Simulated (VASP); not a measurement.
As:

```xyz
1
Lattice="2.7377 0.0000 0.0000 0.0000 2.7377 0.0000 0.0000 0.0000 2.7377" Properties=species:S:1:pos:R:3 pbc="T T T"
As    0.0000    0.0000    0.0000
```

- Program: VASP 6.6.1
- Task: relaxation of cell and atoms
- Functional: PBEsol
- Potentials or basis: VASP PAW PBE potentials, release 64 (As)
- Cutoff: 600 eV
- k mesh: 14 × 14 × 14
- Occupations: tetrahedron
- Spin: collinear spin, ferromagnetic start
- Starting moments: [2.0] μB

At the start: pressure -3.6 GPa; volume 20.52 Å³/atom.

Q: Where does the relaxation end?

A: Over 3 steps the energy falls by 10.6 meV/atom and the volume is 19.61 Å³/atom (-4.4 %); space group Pm-3m (No. 221, to 0.05 Å); moment 0.00 μB per cell.

The path:
| step | energy change (eV) | largest force (eV/Å) | pressure (GPa) | volume (Å³) |
| --- | --- | --- | --- | --- |
| 1 | 0.0000 | 0.0000 | -3.59 | 20.52 |
| 2 | -0.0079 | 0.0000 | 2.02 | 19.18 |
| 3 | -0.0106 | 0.0000 | 0.00 | 19.61 |

Final structure:
```
As
1.0
     2.69676    0.00000    0.00000
     0.00000    2.69676    0.00000
     0.00000    0.00000    2.69676
As
1
Direct
  0.00000 0.00000 0.00000
```

Caveat: the PAW data sets were made with another functional, which shifts forces and pressure a little.
